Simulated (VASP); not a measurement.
The system is BaTiO3.

```
Ba Ti O
1.0
     4.00420    0.00000    0.00000
     0.01139    4.00418    0.00000
     0.01139    0.01136    4.00417
Ba Ti O
1 1 3
Direct
  0.00000 0.00000 0.00000
  0.48450 0.48450 0.48450
  0.50860 0.50860 0.01750
  0.01750 0.50860 0.50860
  0.50860 0.01750 0.50860
```

Base run:

- Program: VASP 6.6.1
- Functional: r2SCAN
- Potentials or basis: VASP PAW PBE potentials, release 64 (Ba_sv, Ti_sv, O_h)
- Cutoff: 910 eV
- k mesh: 6 × 6 × 6
- Occupations: gaussian, width 0.01 eV
- Spin: no spin polarisation

Its results: band gap on the k mesh 2.79 eV, indirect (least direct gap 3.19 eV); pressure 3.7 GPa; largest force 0.220 eV/Å.

Question: The run is repeated on the same cell with these changes: functional from r2SCAN to PBEsol. What comes out?

Answer: Band gap on the k mesh 2.34 eV, indirect (least direct gap 2.74 eV); pressure 0.2 GPa; largest force 0.123 eV/Å.

r2SCAN gives the wider gap, since meta-GGAs in the generalised Kohn-Sham scheme recover part of the derivative discontinuity.

Caveats: the cutoff is under 1.25 times the usual one of these potentials, so pressure, stress and relaxed cells hold a basis-set (Pulay) error; the PAW data sets were made with another functional, which shifts forces and pressure a little; spin-orbit coupling is left out, which moves the levels of the heavy elements.

A k mesh can miss the band edges.
